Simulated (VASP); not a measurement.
# Mg (P6_3/mmc) in VASP: notebook, part 2 of 2

VASP 6.6.1. The steps go on from the part before.

### 4 Single point, LDA

This run uses another cell than the first one, of 21.61 Å³/atom, 1.087 times its volume.

Input file INCAR:

```
  ALGO = Normal
  EDIFF = 1E-6
  ENCUT = 520
  ISIF = 2
  ISMEAR = -1
  LASPH = T
  LCHARG = F
  LREAL = F
  LWAVE = F
  NBANDS = 9
  NELM = 100
  PREC = Accurate
  SIGMA = 0.1
```

Input file KPOINTS:

```
k-points
0
Gamma
  19 19 10
```

Input file POSCAR:

```
Mg
1.0
    3.1325008920      0.0000000000      0.0000000000
   -1.5662504460      2.7128253499      0.0000000000
    0.0000000000      0.0000000000      5.0848940273
Mg
2
Direct
    0.3333333333      0.6666666667      0.2500000000
    0.6666666667      0.3333333333      0.7500000000
```

Run with:

```
> cat potpaw_LDA.64/Mg/POTCAR > POTCAR
> mpirun -np 1 vasp_std > vasp.out
```

Run time: 16 s. Hardware: 1 thread of Intel Xeon 6975P-C (Granite Rapids), shared host; peak memory 0.21 GiB.

Results (log left out):

```
Free energy            : -3.6320 eV
Pressure               : -0.3 GPa
Band gap on the k mesh : zero (band 2 reaches 3.76 eV, above the bottom of band 3 at 1.52 eV)
```

Levels at points of the mesh, in eV from the Fermi level:
```tsv
k point	band 1	band 2	band 3	band 4	band 5
(0.00, 0.00, 0.00)	-7.18	-1.75	-1.27	11.25	11.25
(0.00, 0.00, 0.50)	-5.74	-5.74	5.20	5.20	12.00
```

### 5 Single point, LDA

This run uses another cell than the first one, of 21.61 Å³/atom, 1.087 times its volume.

Input file INCAR:

```
SYSTEM = Mg
PREC = Accurate
ENCUT = 520
EDIFF = 1E-6
ISMEAR = -1
SIGMA = 0.1
LREAL = .False.
LASPH = .True.
NELM = 100
ALGO = Normal
ISIF = 2
LWAVE = .False.
LCHARG = .False.
NBANDS = 9
```

Input file KPOINTS:

```
Automatic mesh
0
Gamma
  19 19 10
  0 0 0
```

POSCAR is that of step 4.

Potentials or basis: VASP PAW LDA potentials, release 64 (Mg).

Run with:

```
> cat potpaw_LDA.64/Mg/POTCAR > POTCAR
> mpirun -np 1 vasp_std > vasp.out
```

OUTCAR:

```text
SYSTEM = Mg
   PREC = Accurate
   ENCUT = 520
   EDIFF = 1E-6
   ISMEAR = -1
   LREAL = .False.
   LASPH = .True.
   NELM = 100
   ISIF = 2

 ion  position               nearest neighbor table
   1  0.333  0.667  0.250-   2 3.12   2 3.12   2 3.12   2 3.12   2 3.12   2 3.12
   2  0.667  0.333  0.750-   1 3.12   1 3.12   1 3.12   1 3.12   1 3.12   1 3.12

  LATTYP: Found a hexagonal cell.
 ALAT       =     3.1325008920
 C/A-ratio  =     1.6232697779

  Lattice vectors:

 A1 = (   3.1325008920,   0.0000000000,   0.0000000000)
 A2 = (  -1.5662504460,   2.7128253499,   0.0000000000)
 A3 = (   0.0000000000,   0.0000000000,   5.0848940273)

Analysis of symmetry for initial positions (statically):
=====================================================================
 Subroutine PRICEL returns:
 Original cell was already a primitive cell.

 Routine SETGRP: Setting up the symmetry group for a
 hexagonal supercell.

 Subroutine GETGRP returns: Found 24 space group operations
 (whereof 12 operations were pure point group operations)
 out of a pool of 24 trial point group operations.

The static configuration has the point symmetry D_3d.
 The point group associated with its full space group is D_6h.
[... 163 lines left out ...]

 val. band max:        2.7767573747   @ k =   0.4211   0.1053   0.5000
 cond. band min:       2.7945671003   @ k =   0.3158   0.2105   0.0000
 fundamental gap:      0.0178097256
 Fermi energy:         2.7918188214

 k-point     1 :       0.0000    0.0000    0.0000
  band No.  band energies     occupation
      1      -4.3925      2.00000
      2       1.0413      2.00000
      3       1.5199      1.99999
      4      14.0386      0.00000
      5      14.0386      0.00000
      6      14.2063      0.00000
      7      14.2063      0.00000
      8      14.9615      0.00000
      9      16.7330      0.00000
[... 265 lines left out ...]
 k-point    24 :       0.3158    0.1053    0.0000
  band No.  band energies     occupation
      1      -1.4900      2.00000
      2       3.3271      0.00943
      3       3.7181      0.00019
      4       4.7046      0.00000
      5       7.5751      0.00000
      6       8.6556      0.00000
      7       9.8604      0.00000
      8      12.6328      0.00000
      9      13.5806      0.00000

 [... further k-points ...]
[... 5 lines left out ...]
  --------------------------------------------------------------------------------------
  -------------------------------------------------------------------------------------
  Total       -0.0704536     -0.0704536     -0.0726106      0.0000000      0.0000000      0.0000000
  in kB       -2.6122753     -2.6122753     -2.6922520      0.0000000      0.0000000      0.0000000
  external PRESSURE =      -2.6389342 kB  Pullay stress =       0.0000000 kB

 VOLUME and BASIS-vectors are now :
 -----------------------------------------------------------------------------
  energy-cutoff  :      520.00
  volume of cell :       43.21
      direct lattice vectors                 reciprocal lattice vectors
     3.132500892  0.000000000  0.000000000     0.319233748  0.184309690  0.000000000
    -1.566250446  2.712825350  0.000000000     0.000000000  0.368619381  0.000000000
     0.000000000  0.000000000  5.084894027     0.000000000  0.000000000  0.196660932

 POSITION                                       TOTAL-FORCE (eV/Angst)
 -----------------------------------------------------------------------------------
     -0.00000      1.80855      1.27122        -0.000000      0.000000      0.000000
      1.56625      0.90428      3.81367         0.000000     -0.000000      0.000000
 -----------------------------------------------------------------------------------
    total drift:                                0.000000     -0.000000      0.000000

  FREE ENERGIE OF THE ION-ELECTRON SYSTEM (eV)
  ---------------------------------------------------
  free  energy   TOTEN  =        -3.6319866582 eV

  energy  without entropy=       -3.6037422693  energy(sigma->0) =       -3.61786446
```

It took 16 s on 1 thread of Intel Xeon 6975P-C (Granite Rapids), shared host; peak memory 0.21 GiB.

What came out:

```yaml
Free_energy: -3.6320 eV
Pressure: -0.3 GPa
Band_gap_on_the_k_mesh: zero (band 2 reaches 3.76 eV, above the bottom of band 3 at 1.52 eV)
```

### 6 Summary

```tsv
cell	gap on the mesh (eV)	pressure (GPa)
a = 3.047, b = 3.047, c = 4.946 Å, angles 90.0, 90.0, 120.0°, 2 atoms	none	3.7
a = 3.090, b = 3.090, c = 5.016 Å, angles 90.0, 90.0, 120.0°, 2 atoms	none	1.5
a = 3.133, b = 3.133, c = 5.085 Å, angles 90.0, 90.0, 120.0°, 2 atoms	none	-0.3
```

Alike in all rows: task single point; level LDA; potentials or basis VASP PAW LDA potentials, release 64 (Mg); no spin polarisation; k mesh 19 × 19 × 10; cutoff (eV) 520; smearing fermi-dirac 0.1 eV.

Total energies depend on the potentials used, so only differences within one code and one set of settings carry meaning.
